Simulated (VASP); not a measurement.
The system is Rb.

```xyz
1
Lattice="4.5480 0.0000 0.0000 0.0000 4.5480 0.0000 0.0000 0.0000 4.5480" Properties=species:S:1:pos:R:3 pbc="T T T"
Rb    0.0000    0.0000    0.0000
```

This isn't the form of Rb at room conditions, which is bcc.

- Program: VASP 6.6.1
- Task: relaxation of cell and atoms
- Functional: BLYP
- Potentials or basis: VASP PAW PBE potentials, release 64 (Rb_sv)
- Cutoff: 500 eV
- k mesh: 7 × 7 × 7
- Occupations: fermi-dirac, width 0.1 eV
- Spin: no spin polarisation

At the start: pressure 0.3 GPa; volume 94.07 Å³/atom.

Q: Where does the relaxation end?

A: Over 5 steps the energy falls by 14.6 meV/atom and the volume is 110.89 Å³/atom (+17.9 %); space group Pm-3m (No. 221, to 0.1 Å) before and after.

The path:
```tsv
step	energy change (eV)	largest force (eV/Å)	pressure (GPa)	volume (Å³)
1	0.0000	0.0000	0.33	94.07
2	-0.0048	0.0000	0.25	96.71
3	-0.0126	0.0000	0.10	103.75
4	-0.0121	0.0000	-0.09	118.84
5	-0.0146	0.0000	-0.01	110.89
```

Final structure:
```xyz
1
Lattice="4.8043 0.0000 0.0000 0.0000 4.8043 0.0000 0.0000 0.0000 4.8043" Properties=species:S:1:pos:R:3 pbc="T T T"
Rb    0.0000    0.0000    0.0000
```

Caveat: the volume moved by over 15 % at a fixed basis, so the end points are rough; the PAW data sets were made with another functional, which shifts forces and pressure a little.
